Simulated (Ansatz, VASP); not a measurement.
## CdBr3: VASP beside Ansatz

```
Cd Br
1.0
     3.43800    0.00000    0.00000
     0.00000    3.43800    0.00000
     0.00000    0.00000   11.16821
Cd Br
1 3
Direct
  0.00000 0.00000 0.00000
  0.50000 0.50000 0.84577
  0.00000 0.00000 0.50000
  0.50000 0.50000 0.15423
```

Change from the starting cell: species swapped into the Tm3Mg type (P4/mmm, No. 123).

Alike in both runs: functional PBE; k mesh 6 × 6 × 2; occupations gaussian, width 0.1 eV; no spin polarisation.

Ansatz relaxed the structure, and its values are those at the end. VASP's run is a single point on that final structure, the one shown.

```csv
,VASP,Ansatz
version,VASP 6.6.1,Ansatz 0.2.0
potentials or method,"VASP PAW PBE potentials, release 64 (Cd, Br), cutoff 520 eV","scalar-relativistic, plane waves, PAW"
valence electrons in the cell,33,41
```

|  | VASP | Ansatz | Ansatz less VASP |
| --- | --- | --- | --- |
| gap on the k mesh at the Fermi level (eV) | none | none | - |
| pressure (GPa) | 0.3 | 0.2 | -0.12 |
| rms of the force components (eV/Å) | 0.018 | 0.007 | -0.0112 |

A gap of «none» marks a metal or a gap that the smearing closes. With one functional, cell and mesh, what is left measures potentials, basis and numerics. VASP's potentials hold 33 valence electrons a cell and Ansatz's 41, so a difference there can come from the potentials and not from the codes.
